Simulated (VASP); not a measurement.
# InSe (R3m) in VASP: further runs, part 2 of 2

VASP 6.6.1.

## Step 3: Single point, PBEsol (28.65 Å³/atom)

This run uses another cell than the first one, of 28.65 Å³/atom.

INCAR reads:

```
  PREC = Accurate
  ENCUT = 520
  EDIFF = 1E-6
  ISMEAR = -1
  SIGMA = 0.05
  LREAL = False
  LASPH = True
  NELM = 100
  ALGO = Normal
  ISIF = 2
  LWAVE = False
  LCHARG = False
  GGA = PS
  NBANDS = 27
```

KPOINTS reads:

```
Automatic mesh
0
Gamma
  8 8 8
```

POSCAR reads:

```
InSe
1.0
    1.9865767768      1.1469506368      8.3833539979
   -1.9865767768      1.1469506368      8.3833539979
    0.0000000000     -2.2939012737      8.3833539979
In Se
2 2
Direct
    0.8886000000      0.8886000000      0.8886000000
    0.0000000000      0.0000000000      0.0000000000
    0.1719000000      0.1719000000      0.1719000000
    0.3835000000      0.3835000000      0.3835000000
```

Potentials or basis: VASP PAW PBE potentials, release 64 (In_d, Se).

Command:

```sh
> cat potpaw_PBE.64/In_d/POTCAR potpaw_PBE.64/Se/POTCAR > POTCAR
> mpirun -np 1 vasp_std > vasp.out
```

OUTCAR:

```text
PREC = Accurate
   ENCUT = 520
   EDIFF = 1E-6
   ISMEAR = -1
   LREAL = False
   LASPH = True
   NELM = 100
   ISIF = 2
   GGA = PS

 ion  position               nearest neighbor table
   1  0.889  0.889  0.889-   3 2.62   3 2.62   3 2.62   2 2.80
   2  0.000  0.000  0.000-   4 2.62   4 2.62   4 2.62   1 2.80
   3  0.172  0.172  0.172-   1 2.62   1 2.62   1 2.62
   4  0.383  0.383  0.383-   2 2.62   2 2.62   2 2.62

  LATTYP: Found a trigonal (rhomboedric) cell.
 ALAT       =     8.6915250277
 COS(alpha) =     0.8955162542

  Lattice vectors:

 A1 = (   1.9865767768,   1.1469506368,   8.3833539979)
 A2 = (  -1.9865767768,   1.1469506368,   8.3833539979)
 A3 = (   0.0000000000,  -2.2939012737,   8.3833539979)

Analysis of symmetry for initial positions (statically):
=====================================================================
 Subroutine PRICEL returns:
 Original cell was already a primitive cell.

 Routine SETGRP: Setting up the symmetry group for a
 trigonal (rhombohedral) supercell.

 Subroutine GETGRP returns: Found  6 space group operations
 (whereof  6 operations were pure point group operations)
 out of a pool of 12 trial point group operations.

The static configuration has the point symmetry C_3v.

Analysis of symmetry for dynamics (positions and initial velocities):
=====================================================================
 Subroutine PRICEL returns:
 Original cell was already a primitive cell.

 Routine SETGRP: Setting up the symmetry group for a
 trigonal (rhombohedral) supercell.

 Subroutine GETGRP returns: Found  6 space group operations
 (whereof  6 operations were pure point group operations)
 out of a pool of 12 trial point group operations.

The dynamic configuration has the point symmetry C_3v.

 Subroutine INISYM returns: Found  6 space group operations
 (whereof  6 operations are pure point group operations),
 and found     1 'primitive' translations

----------------------------------------------------------------------------------------

                                     Primitive cell

  volume of cell :     114.6091

  direct lattice vectors                    reciprocal lattice vectors
     1.986576777  1.146950637  8.383353998     0.251689240  0.145312851  0.039761333
    -1.986576777  1.146950637  8.383353998    -0.251689240  0.145312851  0.039761333
     0.000000000 -2.293901274  8.383353998     0.000000000 -0.290625701  0.039761333

  length of vectors
     8.691525028  8.691525028  8.691525028     0.293333022  0.293333022  0.293333022

  position of ions in fractional coordinates (direct lattice)
     0.888600000  0.888600000  0.888600000
     0.000000000  0.000000000  0.000000000
     0.171900000  0.171900000  0.171900000
     0.383500000  0.383500000  0.383500000

  ion indices of the primitive-cell ions
   primitive index   ion index
                 1           1
                 2           2
                 3           3
                 4           4

----------------------------------------------------------------------------------------

 KPOINTS: Automatic mesh

Automatic generation of k-mesh.
 Grid dimensions read from file:
 generate k-points for:    8    8    8

 Generating k-lattice:

  Cartesian coordinates                     Fractional coordinates (reciprocal lattice)
     0.031461155  0.018164106  0.004970167     0.125000000 -0.000000000 -0.000000000
    -0.031461155  0.018164106  0.004970167    -0.000000000  0.125000000 -0.000000000
     0.000000000 -0.036328213  0.004970167     0.000000000  0.000000000  0.125000000

  Length of vectors
     0.036666628  0.036666628  0.036666628

  Shift w.r.t. Gamma in fractional coordinates (k-lattice)
     0.000000000  0.000000000  0.000000000

 Subroutine IBZKPT returns following result:
 ===========================================

 Found     65 irreducible k-points:

 Following reciprocal coordinates:
            Coordinates               Weight
  0.000000  0.000000  0.000000      1.000000
  0.125000  0.000000 -0.000000      6.000000
  0.250000  0.000000 -0.000000      6.000000
  0.375000  0.000000  0.000000      6.000000
  0.500000  0.000000 -0.000000      3.000000
  0.125000  0.125000 -0.000000      6.000000
[... 16 lines left out ...]
  0.250000  0.125000  0.125000      6.000000
  0.375000  0.125000  0.125000      6.000000
 [... further k-points ...]
   k-points           NKPTS =     65   k-points in BZ     NKDIM =     65   number of bands    NBANDS=     27
   number of dos      NEDOS =    301   number of ions     NIONS =      4
   total plane-waves  NPLWV = 343000
   dimension x,y,z NGX =    70 NGY =   70 NGZ =   70
   dimension x,y,z NGXF=   140 NGYF=  140 NGZF=  140
   ions per type =               2   2
   NGX,Y,Z   is equivalent  to a cutoff of  13.39, 13.39, 13.39 a.u.
   NGXF,Y,Z  is equivalent  to a cutoff of  26.78, 26.78, 26.78 a.u.
 SYSTEM =  unknown system
   PREC   = accura    normal or accurate (medium, high low for compatibility)
   ISTART =      0    job   : 0-new  1-cont  2-samecut
   ICHARG =      2    charge: 1-file 2-atom 10-const
   ISPIN  =      1    spin polarized calculation?
   LNONCOLLINEAR =      F non collinear calculations
   LSORBIT =      F    spin-orbit coupling
   LASPH  =      T    aspherical Exc in radial PAW
   ENCUT  =  520.0 eV  38.22 Ry    6.18 a.u.  16.16 16.16 16.16*2*pi/ulx,y,z
   NELM   =    100;   NELMIN=  2; NELMDL= -5     # of ELM steps
   EDIFF  = 0.1E-05   stopping-criterion for ELM
   LREAL  =      F    real-space projection
   EDIFFG = 0.1E-04   stopping-criterion for IOM
   NSW    =      0    number of steps for IOM
   IBRION =     -1    ionic relax: 0-MD 1-quasi-New 2-CG
   NFREE  =      0    steps in history (QN), initial steepest desc. (CG)
   ISIF   =      2    stress and relaxation
   ISYM   =      2    0-nonsym 1-usesym 2-fastsym
   POTIM  = 0.5000    time-step for ionic-motion
   TEBEG  =    0.0;   TEEND  =   0.0 temperature during run
   PSTRESS=    0.0 pullay stress
   NELECT =      38.0000    total number of electrons
   NUPDOWN=      -1.0000    fix difference up-down
   EMIN   =  10.00;   EMAX   =-10.00  energy-range for DOS
   EFERMI =   0.00;   METHOD = LEGACY
   ISMEAR =    -1;   SIGMA  =   0.05  broadening in eV -4-tet -1-fermi 0-gaus
   EFERMI_NEDOS =   21; number of points for ismear=-14 and -15
   IALGO  =     38    algorithm
   IMIX   =      4    mixing-type and parameters
     AMIX     =   0.40;   BMIX     =  1.00
     AMIX_MAG =   1.60;   BMIX_MAG =  1.00
  volume/ion in A,a.u.               =      28.65       193.36
  Fermi-wavevector in a.u.,A,eV,Ry     =   1.133086  2.141223 17.468310  1.283885
  Thomas-Fermi vector in A             =   2.269788
   LORBIT       =      0    0 simple, 1 ext, 2 COOP (PROOUT), +10 PAW based schemes
   GGA     = PS    functional components
   LHFCALC =     F    Hartree Fock is set to
   AEXX    =    0.0000 exact exchange contribution
   IVDW    =     0    specifies the selected vdW correction
   LEPSILON=     F    determine dielectric tensor
   LRPA    =     F    only Hartree local field effects (RPA)
 non-spin polarized calculation
  energy-cutoff  :      520.00
  volume of cell :      114.61
 maximum number of plane-waves:      3139
 NGX is ok and might be reduce to    70
   NGX = 33   NGY = 33   NGZ = 33

 number of electron      38.0000000 magnetization

 Free energy of the ion-electron system (eV)
  ---------------------------------------------------
  ext. energy  EPLUGINS =         0.00000000
  ---------------------------------------------------
  free energy    TOTEN  =       -15.57954809 eV

  energy without entropy =      -15.57949103  energy(sigma->0) =      -15.57951956

 E-fermi :   4.3852     XC(G=0):  -9.1887

 val. band max:        4.1819548533   @ k =   0.5000   0.5000   0.5000
 cond. band min:       4.5642549172   @ k =   0.5000   0.5000   0.5000
 fundamental gap:      0.3823000640
 Fermi energy:         4.3852318331

 k-point     1 :       0.0000    0.0000    0.0000
  band No.  band energies     occupation
      1     -10.5907      2.00000
      2     -10.4072      2.00000
      3     -10.4072      2.00000
      4     -10.3297      2.00000
      5     -10.3297      2.00000
      6     -10.3032      2.00000
[... 19 lines left out ...]
     26       9.6312      0.00000
     27      11.6689      0.00000
[... 667 lines left out ...]
      5     -10.3194      2.00000
      6     -10.2881      2.00000
[... 19 lines left out ...]
     26      10.6513      0.00000
     27      11.0550      0.00000

 [... further k-points ...]

------------------------ aborting loop because EDIFF is reached ----------------------------------------

  FORCE on cell =-STRESS in cart. coord.  units (eV):
  Direction    XX          YY          ZZ          XY          YZ          ZX
  --------------------------------------------------------------------------------------
  -------------------------------------------------------------------------------------
  Total        1.2132581      1.2132581      0.3984267      0.0000000     -0.0000000      0.0000000
  in kB       16.9607335     16.9607335      5.5698037      0.0000000     -0.0000000      0.0000000
  external PRESSURE =      13.1637569 kB  Pullay stress =       0.0000000 kB

 VOLUME and BASIS-vectors are now :
 -----------------------------------------------------------------------------
  energy-cutoff  :      520.00
  volume of cell :      114.61
      direct lattice vectors                 reciprocal lattice vectors
     1.986576777  1.146950637  8.383353998     0.251689240  0.145312851  0.039761333
    -1.986576777  1.146950637  8.383353998    -0.251689240  0.145312851  0.039761333
     0.000000000 -2.293901274  8.383353998     0.000000000 -0.290625701  0.039761333

 POSITION                                       TOTAL-FORCE (eV/Angst)
 -----------------------------------------------------------------------------------
      0.00000     -0.00000     22.34835         0.000000     -0.000000      0.405284
      0.00000      0.00000      0.00000         0.000000      0.000000     -0.387877
      0.00000     -0.00000      4.32330         0.000000      0.000000     -0.265781
      0.00000     -0.00000      9.64505         0.000000     -0.000000      0.248375
 -----------------------------------------------------------------------------------
    total drift:                                0.000000     -0.000000      0.000373

  FREE ENERGIE OF THE ION-ELECTRON SYSTEM (eV)
  ---------------------------------------------------
  free  energy   TOTEN  =       -15.5795480875 eV

  energy  without entropy=      -15.5794910330  energy(sigma->0) =      -15.57951956
```

OSZICAR:

```text
N       E                     dE             d eps       ncg     rms          rms(c)
DAV:   1     0.336831711631E+03    0.33683E+03   -0.17216E+04  3510   0.155E+03
DAV:   2     0.238487993104E+02   -0.31298E+03   -0.30357E+03  3543   0.385E+02
DAV:   3    -0.142243303645E+02   -0.38073E+02   -0.37172E+02  4428   0.144E+02
DAV:   4    -0.159713844103E+02   -0.17471E+01   -0.17420E+01  4265   0.314E+01
DAV:   5    -0.160410190774E+02   -0.69635E-01   -0.69624E-01  5253   0.613E+00    0.675E+00
DAV:   6    -0.156166763007E+02    0.42434E+00   -0.79253E-01  4935   0.155E+01    0.406E+00
DAV:   7    -0.155826800829E+02    0.33996E-01   -0.33294E-01  4963   0.459E+00    0.110E+00
DAV:   8    -0.155793587442E+02    0.33213E-02   -0.32064E-02  5391   0.202E+00    0.575E-01
DAV:   9    -0.155794721065E+02   -0.11336E-03   -0.47784E-03  4366   0.474E-01    0.136E-01
DAV:  10    -0.155794960268E+02   -0.23920E-04   -0.30068E-04  5305   0.130E-01    0.715E-02
DAV:  11    -0.155795490633E+02   -0.53036E-04   -0.10673E-04  4353   0.976E-02    0.181E-02
DAV:  12    -0.155795456575E+02    0.34058E-05   -0.12692E-05  5293   0.416E-02    0.135E-02
DAV:  13    -0.155795476504E+02   -0.19930E-05   -0.31570E-06  3378   0.102E-02    0.682E-03
DAV:  14    -0.155795480875E+02   -0.43710E-06   -0.13053E-06  3094   0.155E-02
   1 F= -.15579548E+02 E0= -.15579520E+02  d E =-.570546E-04
```

stdout:

```text
POSCAR found type information on POSCAR InSe
 POSCAR found :  2 types and       4 ions
 scaLAPACK will be used
 -----------------------------------------------------------------------------
|                                                                             |
|                                                                             |
|     You enforced a specific xc type in the INCAR file but a different       |
|     I HOPE YOU KNOW WHAT YOU ARE DOING!                                     |
|                                                                             |
 -----------------------------------------------------------------------------

 LDA part: xc-table for (Slater+PW92), standard interpolation
 POSCAR, INCAR and KPOINTS ok, starting setup
 FFT: planning ... GRIDC
 FFT: planning ... GRID_SOFT
 FFT: planning ... GRID
 WAVECAR not read
 entering main loop
```

Run time: 13 min. Hardware: 1 thread of Intel Xeon Platinum 8259CL at 2.50GHz (Skylake/Cascade Lake), shared host; peak memory 0.74 GiB.

What came out:

```yaml
Free_energy: -15.5795 eV
Pressure: 1.3 GPa
Largest_force: 0.405 eV/Å
Band_gap_on_the_k_mesh: 0.38 eV
```

Forces on the atoms (eV/Å):
```
In   0.000  0.000  0.405
In   0.000  0.000 -0.388
Se   0.000  0.000 -0.266
Se   0.000  0.000  0.248
```

Stress tensor (GPa, compression positive):
```
1.70 0.00 0.00
0.00 1.70 0.00
0.00 0.00 0.56
```

Caveat: the PAW data sets were made with another functional, which shifts forces and pressure a little; spin-orbit coupling is left out, which moves the levels of the heavy elements.
